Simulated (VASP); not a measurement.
A run of VASP 6.6.1 is set up as follows.

File POSCAR:

```
SrTiO3
1.0
    3.9834704818      0.0000000000      0.0000000000
    0.0000000000      3.9834704818      0.0000000000
    0.0000000000      0.0000000000      3.9834704818
Sr Ti O
1 1 3
Direct
    0.5000000000      0.5000000000      0.5000000000
    0.0000000000      0.0000000000      0.0000000000
    0.5000000000      0.0000000000      0.0000000000
    0.0000000000      0.5000000000      0.0000000000
    0.0000000000      0.0000000000      0.5000000000
```

The input INCAR.step1:

```
SYSTEM = SrTiO3
  ALGO = Normal
  EDIFF = 1E-4
  ENCUT = 520
  GGA = PE
  ISMEAR = 0
  LASPH = .True.
  LCHARG = .False.
  LREAL = .False.
  LWAVE = .True.
  NBANDS = 28
  NELM = 80
  PREC = Accurate
  SIGMA = 0.02
```

File INCAR.step2:

```
SYSTEM = SrTiO3
  ALGO = Normal
  EDIFF = 1E-6
  ENCUT = 520
  ISIF = 2
  ISMEAR = 0
  ISTART = 1
  LASPH = .True.
  LCHARG = .True.
  LELF = .True.
  LMIXTAU = .True.
  LREAL = .False.
  LVHAR = .True.
  LWAVE = .False.
  METAGGA = R2SCAN
  NBANDS = 28
  NELM = 80
  PREC = Accurate
  SIGMA = 0.02
```

The input KPOINTS:

```
k-points
0
Gamma
  8 8 8
  0 0 0
```

Potentials or basis: VASP PAW PBE potentials, release 64 (Sr_sv, Ti_sv, O).

Command:

```sh
$ cat potpaw_PBE.64/Sr_sv/POTCAR potpaw_PBE.64/Ti_sv/POTCAR potpaw_PBE.64/O/POTCAR > POTCAR
$ cp INCAR.step1 INCAR
$ mpirun -np 1 vasp_std > vasp.out
$ cp INCAR.step2 INCAR
$ mpirun -np 1 vasp_std > vasp.out
```

Question: What does it give for the band gap on the k mesh?

Answer: 2.14 eV, indirect (least direct gap 2.55 eV).

Question: What does it give for the pressure?

Answer: -8.9 GPa.

Caveat: the PAW data sets were made with another functional, which shifts forces and pressure a little. A k mesh can miss the band edges.
